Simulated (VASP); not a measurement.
# Al (I4_1/amd) in VASP: relaxation of cell and atoms with PBE

Aim: the relaxation of cell and atoms of Al with PBE.

Program: VASP 6.6.1. These are calculated values, not measurements. Logs are shortened: lines on timing, memory, paths and dates and some standing lists are left out, and cuts for length are marked.

## Step 1: The cell of the first run

The structure is tetragonal, space group I4_1/amd (No. 141). Conventional cell: a = 3.751 Å, b = 3.751 Å, c = 2.014 Å, α = 90.00°, β = 90.00°, γ = 90.00°. Within 2.6 Å of Al (site symmetry -4m2) lie 10 Al at 1.94 to 2.41 Å.

## Step 2: Relaxation of cell and atoms, PBE, target pressure 400 GPa, at which the enthalpy is minimised

Contents of INCAR:

```
PREC = Accurate
ENCUT = 600
EDIFF = 1E-7
ISMEAR = -1
SIGMA = 0.08
LREAL = False
LASPH = True
NELM = 60
ALGO = Normal
ISIF = 3
LWAVE = False
LCHARG = False
GGA = PE
IBRION = 2
NSW = 32
EDIFFG = -0.005
PSTRESS = 4000.0
```

Contents of KPOINTS:

```
Automatic mesh
0
Gamma
  21 21 21
```

Contents of POSCAR:

```
Al
1.0
   -1.8754968456      1.8754968456      1.0067822096
    1.8754968456     -1.8754968456      1.0067822096
    1.8754968456      1.8754968456     -1.0067822096
Al
2
Direct
   -0.3750000000     -0.1250000000     -0.2500000000
    0.3750000000      0.1250000000      0.2500000000
```

Potentials or basis: VASP PAW PBE potentials, release 64 (Al).

Started as:

```sh
cat potpaw_PBE.64/Al/POTCAR > POTCAR
mpirun -np 1 vasp_std > vasp.out
```

OUTCAR:

```text
PREC = Accurate
   ENCUT = 600
   EDIFF = 1E-7
   ISMEAR = -1
   LREAL = False
   LASPH = True
   NELM = 60
   ISIF = 3
   GGA = PE
   IBRION = 2
   NSW = 32
   EDIFFG = -0.005
   PSTRESS = 4000.0

 ion  position               nearest neighbor table
   1  0.625  0.875  0.750-   2 1.94   2 1.94   2 1.94   2 1.94   2 2.41   2 2.41   2 2.41   2 2.41
                             2 3.14   2 3.14
   2  0.375  0.125  0.250-   1 1.94   1 1.94   1 1.94   1 1.94   1 2.41   1 2.41   1 2.41   1 2.41
                             1 3.14   1 3.14

  LATTYP: Found a body centered tetragonal cell.
 ALAT       =     3.7509936912
 C/A-ratio  =     0.5368082660

  Lattice vectors:

 A1 = (  -1.8754968456,   1.8754968456,   1.0067822096)
 A2 = (   1.8754968456,  -1.8754968456,   1.0067822096)
 A3 = (   1.8754968456,   1.8754968456,  -1.0067822096)

Analysis of symmetry for initial positions (statically):
=====================================================================
 Subroutine PRICEL returns:
 Original cell was already a primitive cell.

 Routine SETGRP: Setting up the symmetry group for a
 body centered tetragonal supercell.

 Subroutine GETGRP returns: Found 16 space group operations
 (whereof  4 operations were pure point group operations)
 out of a pool of 16 trial point group operations.

The static configuration has the point symmetry C_2h.
 The point group associated with its full space group is D_4h.

Analysis of symmetry for dynamics (positions and initial velocities):
=====================================================================
 Subroutine PRICEL returns:
 Original cell was already a primitive cell.

 Routine SETGRP: Setting up the symmetry group for a
 body centered tetragonal supercell.

 Subroutine GETGRP returns: Found 16 space group operations
 (whereof  4 operations were pure point group operations)
 out of a pool of 16 trial point group operations.

The dynamic configuration has the point symmetry C_2h.
 The point group associated with its full space group is D_4h.

 Subroutine INISYM returns: Found 16 space group operations
 (whereof  4 operations are pure point group operations),
 and found     1 'primitive' translations

----------------------------------------------------------------------------------------

                                     Primitive cell

  volume of cell :      14.1654

  direct lattice vectors                    reciprocal lattice vectors
    -1.875496846  1.875496846  1.006782210     0.000000000  0.266596023  0.496631739
     1.875496846 -1.875496846  1.006782210     0.266596023  0.000000000  0.496631739
     1.875496846  1.875496846 -1.006782210     0.266596023  0.266596023  0.000000000

  length of vectors
     2.837003217  2.837003217  2.837003217     0.563663485  0.563663485  0.377023711

  position of ions in fractional coordinates (direct lattice)
     0.625000000  0.875000000  0.750000000
     0.375000000  0.125000000  0.250000000

  ion indices of the primitive-cell ions
   primitive index   ion index
                 1           1
                 2           2

----------------------------------------------------------------------------------------

 KPOINTS: Automatic mesh

Automatic generation of k-mesh.
 Grid dimensions read from file:
 generate k-points for:   21   21   21

 Generating k-lattice:

  Cartesian coordinates                     Fractional coordinates (reciprocal lattice)
     0.000000000  0.012695049  0.023649130     0.047619048 -0.000000000  0.000000000
     0.012695049  0.000000000  0.023649130    -0.000000000  0.047619048  0.000000000
     0.012695049  0.012695049  0.000000000     0.000000000  0.000000000  0.047619048

  Length of vectors
     0.026841118  0.026841118  0.017953510

  Shift w.r.t. Gamma in fractional coordinates (k-lattice)
     0.000000000  0.000000000  0.000000000

 Subroutine IBZKPT returns following result:
 ===========================================

 Found    726 irreducible k-points:

 Following reciprocal coordinates:
            Coordinates               Weight
  0.000000  0.000000  0.000000      1.000000
  0.047619  0.000000 -0.000000      8.000000
  0.095238 -0.000000  0.000000      8.000000
  0.142857  0.000000 -0.000000      8.000000
  0.190476 -0.000000  0.000000      8.000000
  0.238095  0.000000  0.000000      8.000000
[... 16 lines left out ...]
 -0.428571  0.047619  0.000000     16.000000
 -0.380952  0.047619  0.000000     16.000000
 [... further k-points ...]
   k-points           NKPTS =    726   k-points in BZ     NKDIM =    726   number of bands    NBANDS=      7
   number of dos      NEDOS =    301   number of ions     NIONS =      2
   total plane-waves  NPLWV =  13824
   dimension x,y,z NGX =    24 NGY =   24 NGZ =   24
   dimension x,y,z NGXF=    48 NGYF=   48 NGZF=   48
   ions per type =               2
   NGX,Y,Z   is equivalent  to a cutoff of  14.06, 14.06, 14.06 a.u.
   NGXF,Y,Z  is equivalent  to a cutoff of  28.13, 28.13, 28.13 a.u.
 SYSTEM =  unknown system
   PREC   = accura    normal or accurate (medium, high low for compatibility)
   ISTART =      0    job   : 0-new  1-cont  2-samecut
   ICHARG =      2    charge: 1-file 2-atom 10-const
   ISPIN  =      1    spin polarized calculation?
   LNONCOLLINEAR =      F non collinear calculations
   LSORBIT =      F    spin-orbit coupling
   LASPH  =      T    aspherical Exc in radial PAW
   ENCUT  =  600.0 eV  44.10 Ry    6.64 a.u.   5.67  5.67  5.67*2*pi/ulx,y,z
   NELM   =     60;   NELMIN=  2; NELMDL= -5     # of ELM steps
   EDIFF  = 0.1E-06   stopping-criterion for ELM
   LREAL  =      F    real-space projection
   EDIFFG = -.5E-02   stopping-criterion for IOM
   NSW    =     32    number of steps for IOM
   IBRION =      2    ionic relax: 0-MD 1-quasi-New 2-CG
   NFREE  =      1    steps in history (QN), initial steepest desc. (CG)
   ISIF   =      3    stress and relaxation
   ISYM   =      2    0-nonsym 1-usesym 2-fastsym
   POTIM  = 0.5000    time-step for ionic-motion
   TEBEG  =    0.0;   TEEND  =   0.0 temperature during run
   PSTRESS= 4000.0 pullay stress
   NELECT =       6.0000    total number of electrons
   NUPDOWN=      -1.0000    fix difference up-down
   EMIN   =  10.00;   EMAX   =-10.00  energy-range for DOS
   EFERMI =   0.00;   METHOD = LEGACY
   ISMEAR =    -1;   SIGMA  =   0.08  broadening in eV -4-tet -1-fermi 0-gaus
   EFERMI_NEDOS =   21; number of points for ismear=-14 and -15
   IALGO  =     38    algorithm
   IMIX   =      4    mixing-type and parameters
     AMIX     =   0.40;   BMIX     =  1.00
     AMIX_MAG =   1.60;   BMIX_MAG =  1.00
  volume/ion in A,a.u.               =       7.08        47.80
  Fermi-wavevector in a.u.,A,eV,Ry     =   1.229464  2.323350 20.566321  1.511582
  Thomas-Fermi vector in A             =   2.364350
   LORBIT       =      0    0 simple, 1 ext, 2 COOP (PROOUT), +10 PAW based schemes
   GGA     = PE    functional components
   LHFCALC =     F    Hartree Fock is set to
   AEXX    =    0.0000 exact exchange contribution
   IVDW    =     0    specifies the selected vdW correction
   LEPSILON=     F    determine dielectric tensor
   LRPA    =     F    only Hartree local field effects (RPA)
 conjugate gradient relaxation of ions
 non-spin polarized calculation
  energy-cutoff  :      600.00
  volume of cell :       14.17
 maximum number of plane-waves:       486
   NGX = 11   NGY = 11   NGZ = 11

--------------------------------------- Ionic step        1  -------------------------------------------

 number of electron       6.0000000 magnetization

 Free energy of the ion-electron system (eV)
  ---------------------------------------------------
  ext. energy  EPLUGINS =         0.00000000
  ---------------------------------------------------
  free energy    TOTEN  =         6.94612942 eV

  energy without entropy =        6.95595786  energy(sigma->0) =        6.95104364

------------------------ aborting loop because EDIFF is reached ----------------------------------------

  FORCE on cell =-STRESS in cart. coord.  units (eV):
  Direction    XX          YY          ZZ          XY          YZ          ZX
  --------------------------------------------------------------------------------------
  -------------------------------------------------------------------------------------
  Total       35.6285174     35.6285174     35.7290604      0.0000000     -0.0000000      0.0000000
  in kB     4029.7688273   4029.7688273   4041.1407515      0.0000000     -0.0000000      0.0000000
  external PRESSURE =      33.5594687 kB  Pullay stress =    4000.0000000 kB

 VOLUME and BASIS-vectors are now :
 -----------------------------------------------------------------------------
  energy-cutoff  :      600.00
  volume of cell :       14.17
      direct lattice vectors                 reciprocal lattice vectors
    -1.875496846  1.875496846  1.006782210     0.000000000  0.266596023  0.496631739
     1.875496846 -1.875496846  1.006782210     0.266596023  0.000000000  0.496631739
     1.875496846  1.875496846 -1.006782210     0.266596023  0.266596023  0.000000000
[... 160 lines left out ...]
  FREE ENERGIE OF THE ION-ELECTRON SYSTEM (eV)
  ---------------------------------------------------
  free  energy   TOTEN  =         6.8436215533 eV

  energy  without entropy=        6.8535417841  energy(sigma->0) =        6.84858167

  enthalpy is  TOTEN    =        42.3110038738 eV   P V=       35.4673823205

--------------------------------------- Ionic step        6  -------------------------------------------

 number of electron       6.0000000 magnetization

 Free energy of the ion-electron system (eV)
  ---------------------------------------------------
  ext. energy  EPLUGINS =         0.00000000
  ---------------------------------------------------
  free energy    TOTEN  =         6.84202661 eV

  energy without entropy =        6.85195066  energy(sigma->0) =        6.84698863

 E-fermi :  20.6458     XC(G=0): -13.7355

 val. band max:       20.6430754227   @ k =   0.2857   0.2381   0.0476
 cond. band min:      20.6461053349   @ k =  -0.3810   0.3810   0.0952
 fundamental gap:      0.0030299121
 Fermi energy:        20.6457815540

 k-point     1 :       0.0000    0.0000    0.0000
  band No.  band energies     occupation
      1       2.3750      2.00000
      2      18.5107      2.00000
      3      20.8790      0.10275
      4      20.8790      0.10275
      5      25.1207      0.00000
      6      32.1172      0.00000
      7      35.2862      0.00000

 k-point     2 :       0.0476    0.0000   -0.0000
  band No.  band energies     occupation
      1       2.4807      2.00000
      2      18.3423      2.00000
      3      20.8035      0.24433
      4      21.2262      0.00141
      5      25.2847      0.00000
      6      32.0843      0.00000
      7      34.9641      0.00000
[... 201 lines left out ...]
 k-point    23 :      -0.4286    0.0476    0.0000
  band No.  band energies     occupation
      1       9.1361      2.00000
      2      17.1965      2.00000
      3      18.0404      2.00000
      4      22.2011      0.00000
      5      24.1883      0.00000
      6      26.9173      0.00000
      7      30.5828      0.00000

 k-point    24 :      -0.3810    0.0476    0.0000
  band No.  band energies     occupation
      1       7.6787      2.00000
      2      17.2294      2.00000
      3      18.9903      2.00000
      4      22.4962      0.00000
      5      25.6303      0.00000
      6      27.5044      0.00000
      7      30.9118      0.00000

 [... further k-points ...]
[... 5 lines left out ...]
  --------------------------------------------------------------------------------------
  -------------------------------------------------------------------------------------
  Total       35.4735923     35.4735923     35.4741423     -0.0000000     -0.0000000     -0.0000000
  in kB     4000.5208352   4000.5208352   4000.5828603     -0.0000000     -0.0000000     -0.0000000
  external PRESSURE =       0.5415102 kB  Pullay stress =    4000.0000000 kB

 VOLUME and BASIS-vectors are now :
 -----------------------------------------------------------------------------
  energy-cutoff  :      600.00
  volume of cell :       14.21
      direct lattice vectors                 reciprocal lattice vectors
    -1.877007295  1.877007295  1.008108564     0.000000000  0.266381490  0.495978328
     1.877007295 -1.877007295  1.008108564     0.266381490  0.000000000  0.495978328
     1.877007295  1.877007295 -1.008108564     0.266381490  0.266381490  0.000000000

 POSITION                                       TOTAL-FORCE (eV/Angst)
 -----------------------------------------------------------------------------------
      1.87701      0.93850      0.75608        -0.000000     -0.000000     -0.000000
      0.00000      0.93850      0.25203         0.000000      0.000000      0.000000
 -----------------------------------------------------------------------------------
    total drift:                                0.000000     -0.000000      0.000000

  FREE ENERGIE OF THE ION-ELECTRON SYSTEM (eV)
  ---------------------------------------------------
  free  energy   TOTEN  =         6.8420266098 eV

  energy  without entropy=        6.8519506557  energy(sigma->0) =        6.84698863

  enthalpy is  TOTEN    =        42.3110005785 eV   P V=       35.4689739687

 reached required accuracy - stopping structural energy minimisation
```

Wall time 7.4 min (1 thread of AMD EPYC 7R13, shared host); peak memory 0.17 GiB.

What came out:

| Property | Result |
| --- | --- |
| Free energy | 6.8420 eV |
| Relaxed volume | 7.10 Å³/atom |
| Relaxed cell | a = 2.839 Å, b = 2.839 Å, c = 2.839 Å, α = 97.24°, β = 97.24°, γ = 138.41° |
| Space group after relaxing (to 0.05 Å) | I4_1/amd (No. 141) |
| Energy change on relaxing (the enthalpy is what falls) | -52.1 meV/atom |
| Ionic steps | 6 |
| Pressure after relaxing | 400.1 GPa |
| Band gap on the k mesh | zero (band 3 reaches 24.80 eV, above the bottom of band 4 at 13.61 eV) |

Step by step:
| step | energy change (eV) | largest force (eV/Å) | pressure (GPa) | volume (Å³) |
| --- | --- | --- | --- | --- |
| 1 | 0.0000 | 0.0000 | 403.36 | 14.17 |
| 2 | -0.7481 | 0.0000 | 379.90 | 14.47 |
| 3 | -0.1073 | 0.0000 | 399.97 | 14.21 |
| 4 | -0.1051 | 0.0000 | 400.03 | 14.21 |
| 5 | -0.1025 | 0.0000 | 400.08 | 14.21 |
| 6 | -0.1041 | 0.0000 | 400.05 | 14.21 |

Final structure:
```
CELL_PARAMETERS angstrom
-1.87701 1.87701 1.00811
1.87701 -1.87701 1.00811
1.87701 1.87701 -1.00811
ATOMIC_POSITIONS crystal
Al 0.62500 0.87500 0.75000
Al 0.37500 0.12500 0.25000
```

Caveat: the cell is relaxed towards a set pressure, so the enthalpy falls and the energy may rise.
